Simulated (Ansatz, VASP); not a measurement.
Nb: VASP beside Ansatz

Contents of INCAR:

```
PREC = Accurate
ENCUT = 500
EDIFF = 1E-6
ISMEAR = -1
SIGMA = 0.05
LREAL = False
LASPH = True
NELM = 120
ALGO = Normal
ISIF = 2
LWAVE = False
LCHARG = False
NBANDS = 12
GGA_COMPAT = False
```

KPOINTS

```
regular mesh
0
Gamma
  11 11 11
```

POSCAR

```
Nb
1.0
   -1.6299823056      1.6299823056      1.6299823056
    1.6299823056     -1.6299823056      1.6299823056
    1.6299823056      1.6299823056     -1.6299823056
Nb
1
Direct
    0.0000000000      0.0000000000      0.0000000000
```

input.yaml

```yaml
crystal:
  lattice:
    - [-1.6299823056, 1.6299823056, 1.6299823056]
    - [1.6299823056, -1.6299823056, 1.6299823056]
    - [1.6299823056, 1.6299823056, -1.6299823056]
  atoms:
    - { symbol: Nb, position: [0.0, 0.0, 0.0] }
kpoints:
  mp_grid: { grid: [11, 11, 11] }
scf:
  occupations: { method: fermi_dirac, width: 0.05 }
hamiltonian:
  xc: lda
  pseudopotentials: { kind: all_electron, lapw: { basis_error: 0.001 } }
output:
  forces: true
  stress: true
  eigenvalues: true
```

Change from the starting cell: volume scaled by 0.94.

Alike in both runs: task single point; functional LDA; k mesh 11 × 11 × 11; occupations fermi-dirac, width 0.05 eV; no spin polarisation.

```csv
,VASP,Ansatz
version,VASP 6.6.1,Ansatz 0.2.0
potentials or method,"VASP PAW LDA potentials, release 64 (Nb_sv), cutoff 500 eV","all-electron LAPW, scalar-relativistic"
```

```csv
,VASP,Ansatz,Ansatz less VASP
gap on the k mesh at the Fermi level (eV),none,none,-
pressure (GPa),-1.6,-1.4,+0.20
```

LDA's correlation is that of Perdew and Zunger in VASP and of Perdew and Wang (1992) in Ansatz. A gap of «none» marks a metal or a gap that the smearing closes. Ansatz ran all-electron here, and VASP with PAW potentials.
